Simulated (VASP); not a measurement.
Lu: single point with PBE

The system is Lu.

```xyz
3
Lattice="5.4349 0.0000 0.0000 -2.7175 4.7068 0.0000 0.0000 0.0000 3.4105" Properties=species:S:1:pos:R:3 pbc="T T T"
Lu    2.7175    4.7068    0.0000
Lu    0.0000    3.1378    1.7052
Lu    2.7175    1.5689    1.7052
```

This isn't the form of Lu at room conditions, which is hcp.

```json
{"Program": "VASP 6.6.1", "Task": "single point", "Functional": "PBE", "Potentials or basis": "VASP PAW PBE potentials, release 64 (Lu)", "Cutoff": "520 eV", "k mesh": "7 × 7 × 9", "Occupations": "fermi-dirac, width 0.1 eV", "Spin": "no spin polarisation"}
```

```yaml
Pressure: 0.1 GPa
Band_gap_on_the_k_mesh: zero (an odd number of electrons rules out a gap without spin polarisation)
```

Levels at points of the mesh, in eV from the Fermi level:
```csv
k point,band 33,band 34,band 35,band 36,band 37,band 38,band 39,band 40,band 41,band 42
"(0.00, 0.00, 0.00)",-4.81,-4.78,-1.10,-0.01,-0.01,0.04,0.04,0.20,2.11,2.97
```

It took 2.1 min on 1 thread of Intel(R) Xeon(R) Platinum 8488C (Sapphire Rapids), with other jobs on the host, peak memory 0.27 GiB.

Caveat: spin-orbit coupling is left out, which moves the levels of the heavy elements.
